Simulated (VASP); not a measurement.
Input of a VASP 6.6.1 run:

INCAR

```
  PREC = Accurate
  ENCUT = 500
  EDIFF = 1E-6
  ISMEAR = 0
  SIGMA = 0.1
  LREAL = F
  LASPH = T
  NELM = 120
  ALGO = Normal
  ISIF = 2
  LWAVE = F
  LCHARG = T
  GGA = PE
  LELF = T
  LVHAR = T
  NBANDS = 28
  GGA_COMPAT = F
```

File KPOINTS:

```
regular mesh
0
Gamma
  18 18 6
```

Contents of POSCAR:

```
BaOs2
1.0
    2.9263377251      0.0000000000      0.0000000000
   -1.4631688626      2.5342828100      0.0000000000
    0.0000000000      0.0000000000      8.3079689630
Ba Os
1 2
Direct
    0.0000000000      0.0000000000      0.5000000000
    0.0000000000      0.0000000000      0.1395377256
    0.0000000000      0.0000000000      0.8604622744
```

Potentials or basis: VASP PAW PBE potentials, release 64 (Ba_sv, Os_sv_GW).

The run is started by

```console
$ cat potpaw_PBE.64/Ba_sv/POTCAR potpaw_PBE.64/Os_sv_GW/POTCAR > POTCAR
$ mpirun -np 1 vasp_std > vasp.out
```

What does it give for the band gap on the k mesh?

Zero (bands 21 and 22 overlap by 2.07 eV).

Predict the largest force.

0.067 eV/Å.

Stress tensor (GPa, compression positive):
```
2.85 0.00 0.00
0.00 2.85 0.00
0.00 0.00 1.47
```

Caveat: spin-orbit coupling is left out, which moves the levels of the heavy elements.
